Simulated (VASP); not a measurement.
# P (R-3m) in VASP: a series of runs, part 2 of 2

VASP 6.6.1.

## (3) Single point, PBEsol

This run uses another cell than the first one, of the same volume but with other edges.

Contents of INCAR:

```
  PREC = Accurate
  ENCUT = 520
  EDIFF = 1E-6
  ISMEAR = 0
  SIGMA = 0.15
  LREAL = F
  LASPH = T
  NELM = 60
  ALGO = Normal
  ISIF = 2
  LWAVE = F
  LCHARG = F
  GGA = PS
  NBANDS = 12
```

Contents of KPOINTS:

```
Automatic mesh
0
Gamma
  18 18 18
```

Contents of POSCAR:

```
P
1.0
    1.6717605543      0.9651914061      3.3349940213
   -1.6717605543      0.9651914061      3.3349940213
    0.0000000000     -1.9303828121      3.3349940213
P
2
Direct
    0.2270802500      0.2270802500      0.2270802500
    0.7729197500      0.7729197500      0.7729197500
```

Potentials or basis: VASP PAW PBE potentials, release 64 (P).

Started as:

```bash
$ cat potpaw_PBE.64/P/POTCAR > POTCAR
$ mpirun -np 1 vasp_std > vasp.out
```

OUTCAR:

```text
PREC = Accurate
   ENCUT = 520
   EDIFF = 1E-6
   ISMEAR = 0
   LREAL = F
   LASPH = T
   NELM = 60
   ISIF = 2
   GGA = PS

 ion  position               nearest neighbor table
   1  0.227  0.227  0.227-   2 2.28   2 2.28   2 2.28   2 2.87   2 2.87   2 2.87
   2  0.773  0.773  0.773-   1 2.28   1 2.28   1 2.28   1 2.87   1 2.87   1 2.87

  LATTYP: Found a trigonal (rhomboedric) cell.
 ALAT       =     3.8533833087
 COS(alpha) =     0.6235617729

  Lattice vectors:

 A1 = (   1.6717605543,   0.9651914061,   3.3349940213)
 A2 = (  -1.6717605543,   0.9651914061,   3.3349940213)
 A3 = (   0.0000000000,  -1.9303828121,   3.3349940213)

Analysis of symmetry for initial positions (statically):
=====================================================================
 Subroutine PRICEL returns:
 Original cell was already a primitive cell.

 Routine SETGRP: Setting up the symmetry group for a
 trigonal (rhombohedral) supercell.

 Subroutine GETGRP returns: Found 12 space group operations
 (whereof 12 operations were pure point group operations)
 out of a pool of 12 trial point group operations.

The static configuration has the point symmetry D_3d.

Analysis of symmetry for dynamics (positions and initial velocities):
=====================================================================
 Subroutine PRICEL returns:
 Original cell was already a primitive cell.

 Routine SETGRP: Setting up the symmetry group for a
 trigonal (rhombohedral) supercell.

 Subroutine GETGRP returns: Found 12 space group operations
 (whereof 12 operations were pure point group operations)
 out of a pool of 12 trial point group operations.

The dynamic configuration has the point symmetry D_3d.

 Subroutine INISYM returns: Found 12 space group operations
 (whereof 12 operations are pure point group operations),
 and found     1 'primitive' translations

----------------------------------------------------------------------------------------

                                     Primitive cell

  volume of cell :      32.2875

  direct lattice vectors                    reciprocal lattice vectors
     1.671760554  0.965191406  3.334994021     0.299085894  0.172677321  0.099950204
    -1.671760554  0.965191406  3.334994021    -0.299085894  0.172677321  0.099950204
     0.000000000 -1.930382812  3.334994021     0.000000000 -0.345354643  0.099950204

  length of vectors
     3.853383309  3.853383309  3.853383309     0.359527291  0.359527291  0.359527291

  position of ions in fractional coordinates (direct lattice)
     0.227080250  0.227080250  0.227080250
     0.772919750  0.772919750  0.772919750

  ion indices of the primitive-cell ions
   primitive index   ion index
                 1           1
                 2           2

----------------------------------------------------------------------------------------

 KPOINTS: Automatic mesh

Automatic generation of k-mesh.
 Grid dimensions read from file:
 generate k-points for:   18   18   18

 Generating k-lattice:

  Cartesian coordinates                     Fractional coordinates (reciprocal lattice)
     0.016615883  0.009593185  0.005552789     0.055555556  0.000000000  0.000000000
    -0.016615883  0.009593185  0.005552789     0.000000000  0.055555556  0.000000000
     0.000000000 -0.019186369  0.005552789     0.000000000  0.000000000  0.055555556

[... 40 lines left out ...]
   total plane-waves  NPLWV =  27000
   dimension x,y,z NGX =    30 NGY =   30 NGZ =   30
   dimension x,y,z NGXF=    60 NGYF=   60 NGZF=   60
   ions per type =               2
   NGX,Y,Z   is equivalent  to a cutoff of  12.94, 12.94, 12.94 a.u.
   NGXF,Y,Z  is equivalent  to a cutoff of  25.89, 25.89, 25.89 a.u.
 SYSTEM =  unknown system
   PREC   = accura    normal or accurate (medium, high low for compatibility)
   ISTART =      0    job   : 0-new  1-cont  2-samecut
   ICHARG =      2    charge: 1-file 2-atom 10-const
   ISPIN  =      1    spin polarized calculation?
   LNONCOLLINEAR =      F non collinear calculations
   LSORBIT =      F    spin-orbit coupling
   LASPH  =      T    aspherical Exc in radial PAW
   ENCUT  =  520.0 eV  38.22 Ry    6.18 a.u.   7.16  7.16  7.16*2*pi/ulx,y,z
   NELM   =     60;   NELMIN=  2; NELMDL= -5     # of ELM steps
   EDIFF  = 0.1E-05   stopping-criterion for ELM
   LREAL  =      F    real-space projection
   EDIFFG = 0.1E-04   stopping-criterion for IOM
   NSW    =      0    number of steps for IOM
   IBRION =     -1    ionic relax: 0-MD 1-quasi-New 2-CG
   NFREE  =      0    steps in history (QN), initial steepest desc. (CG)
   ISIF   =      2    stress and relaxation
   ISYM   =      2    0-nonsym 1-usesym 2-fastsym
   POTIM  = 0.5000    time-step for ionic-motion
   TEBEG  =    0.0;   TEEND  =   0.0 temperature during run
   PSTRESS=    0.0 pullay stress
   NELECT =      10.0000    total number of electrons
   NUPDOWN=      -1.0000    fix difference up-down
   EMIN   =  10.00;   EMAX   =-10.00  energy-range for DOS
   EFERMI =   0.00;   METHOD = LEGACY
   ISMEAR =     0;   SIGMA  =   0.15  broadening in eV -4-tet -1-fermi 0-gaus
   EFERMI_NEDOS =   21; number of points for ismear=-14 and -15
   IALGO  =     38    algorithm
   IMIX   =      4    mixing-type and parameters
     AMIX     =   0.40;   BMIX     =  1.00
     AMIX_MAG =   1.60;   BMIX_MAG =  1.00
  volume/ion in A,a.u.               =      16.14       108.94
  Fermi-wavevector in a.u.,A,eV,Ry     =   1.107636  2.093128 16.692396  1.226857
  Thomas-Fermi vector in A             =   2.244152
   LORBIT       =      0    0 simple, 1 ext, 2 COOP (PROOUT), +10 PAW based schemes
   GGA     = PS    functional components
   LHFCALC =     F    Hartree Fock is set to
   AEXX    =    0.0000 exact exchange contribution
   IVDW    =     0    specifies the selected vdW correction
   LEPSILON=     F    determine dielectric tensor
   LRPA    =     F    only Hartree local field effects (RPA)
 non-spin polarized calculation
 Gauss-broadening in eV      SIGMA  =   0.15
  energy-cutoff  :      520.00
  volume of cell :       32.29
 maximum number of plane-waves:       881
 NGX is ok and might be reduce to    30

 number of electron      10.0000000 magnetization

 number of electron       9.9999999 magnetization

 Free energy of the ion-electron system (eV)
  ---------------------------------------------------
  ext. energy  EPLUGINS =         0.00000000
  ---------------------------------------------------
  free energy    TOTEN  =       -11.50932987 eV

  energy without entropy =      -11.50468275  energy(sigma->0) =      -11.50700631

 E-fermi :   8.7567     XC(G=0): -10.8636

 val. band max:        8.7297465940   @ k =   0.4444   0.2222   0.2222
 cond. band min:       8.7610057770   @ k =  -0.2778   0.0556   0.0556
 fundamental gap:      0.0312591830
 Fermi energy:         8.7566845986

 k-point     1 :       0.0000    0.0000    0.0000
  band No.  band energies     occupation
      1      -7.7087      2.00000
      2       4.4900      2.00000
      3       4.8682      2.00000
      4       6.5383      2.00000
      5       6.5383      2.00000
      6      10.6695      0.00000
      7      11.6325      0.00000
      8      11.6325      0.00000
      9      15.1633      0.00000
     10      15.1633      0.00000
     11      16.3960      0.00000
     12      16.4258      0.00000
[... 331 lines left out ...]
 k-point    24 :      -0.2222    0.0556    0.0000
  band No.  band energies     occupation
      1      -6.6576      2.00000
      2       1.3890      2.00000
      3       4.9885      2.00000
      4       5.4215      2.00000
      5       6.6399      2.00000
      6       9.9198      0.00000
      7      10.4108      0.00000
      8      11.2271      0.00000
      9      14.2611      0.00000
     10      15.0713      0.00000
     11      16.7502      0.00000
     12      20.2114      0.00000

 [... further k-points ...]

------------------------ aborting loop because EDIFF is reached ----------------------------------------

  FORCE on cell =-STRESS in cart. coord.  units (eV):
  Direction    XX          YY          ZZ          XY          YZ          ZX
  --------------------------------------------------------------------------------------
  -------------------------------------------------------------------------------------
  Total        0.4347890      0.4347890     -0.6832021      0.0000000     -0.0000000      0.0000000
  in kB       21.5752247     21.5752247    -33.9020472      0.0000000     -0.0000000      0.0000000
  external PRESSURE =       3.0828007 kB  Pullay stress =       0.0000000 kB

 VOLUME and BASIS-vectors are now :
 -----------------------------------------------------------------------------
  energy-cutoff  :      520.00
  volume of cell :       32.29
      direct lattice vectors                 reciprocal lattice vectors
     1.671760554  0.965191406  3.334994021     0.299085894  0.172677321  0.099950204
    -1.671760554  0.965191406  3.334994021    -0.299085894  0.172677321  0.099950204
     0.000000000 -1.930382812  3.334994021     0.000000000 -0.345354643  0.099950204

 POSITION                                       TOTAL-FORCE (eV/Angst)
 -----------------------------------------------------------------------------------
      0.00000      0.00000      2.27193         0.000000     -0.000000     -0.005075
      0.00000      0.00000      7.73305         0.000000      0.000000      0.005075
 -----------------------------------------------------------------------------------
    total drift:                                0.000000      0.000000      0.000000

  FREE ENERGIE OF THE ION-ELECTRON SYSTEM (eV)
  ---------------------------------------------------
  free  energy   TOTEN  =       -11.5093298699 eV

  energy  without entropy=      -11.5046827513  energy(sigma->0) =      -11.50700631
```

stdout:

```text
POSCAR found type information on POSCAR P
 POSCAR found :  1 types and       2 ions
 scaLAPACK will be used
 -----------------------------------------------------------------------------
|                                                                             |
|                                                                             |
|     You enforced a specific xc type in the INCAR file but a different       |
|     I HOPE YOU KNOW WHAT YOU ARE DOING!                                     |
|                                                                             |
 -----------------------------------------------------------------------------

 LDA part: xc-table for (Slater+PW92), standard interpolation
 POSCAR, INCAR and KPOINTS ok, starting setup
 FFT: planning ... GRIDC
 FFT: planning ... GRID_SOFT
 FFT: planning ... GRID
 WAVECAR not read
 entering main loop
```

It took 4.1 min on 1 thread of Intel Xeon 8259CL, shared host; peak memory 0.29 GiB.

Results:

```yaml
Free_energy: -11.5093 eV
Pressure: 0.3 GPa
Largest_force: 0.005 eV/Å
Band_gap_on_the_k_mesh: zero (bands 5 and 6 overlap by 1.71 eV)
```

Forces in eV/Å, atoms in the order of the input:
```
P    0.000  0.000 -0.005
P    0.000  0.000  0.005
```

Stress tensor (GPa, compression positive):
```
 2.16  0.00  0.00
 0.00  2.16  0.00
 0.00  0.00 -3.39
```

Caveat: the PAW data sets were made with another functional, which shifts forces and pressure a little.
